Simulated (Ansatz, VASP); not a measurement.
**Two plane-wave programs on Ti**

```xyz
1
Lattice="0.0000 2.0698 2.0698 2.0698 0.0000 2.0698 2.0698 2.0698 0.0000" Properties=species:S:1:pos:R:3 pbc="T T T"
Ti    0.0000    0.0000    0.0000
```

Change from the starting cell: volume scaled by 1.06, PAW files.

Alike in both runs: task electric field gradients; functional PBE; k mesh 15 × 15 × 15; occupations fermi-dirac, width 0.05 eV; no spin polarisation.

```csv
,VASP,Ansatz
version,VASP 6.6.1,Ansatz 0.2.0
potentials or method,"VASP PAW PBE potentials, release 64 (Ti_sv)","PAW with Ansatz's default frozen-core files, scalar-relativistic"
plane-wave cutoff (eV),520,420
valence electrons in the cell,12,12
```

|  | VASP | Ansatz | Ansatz less VASP |
| --- | --- | --- | --- |
| pressure (GPa) | -2.3 | -2.0 | +0.24 |
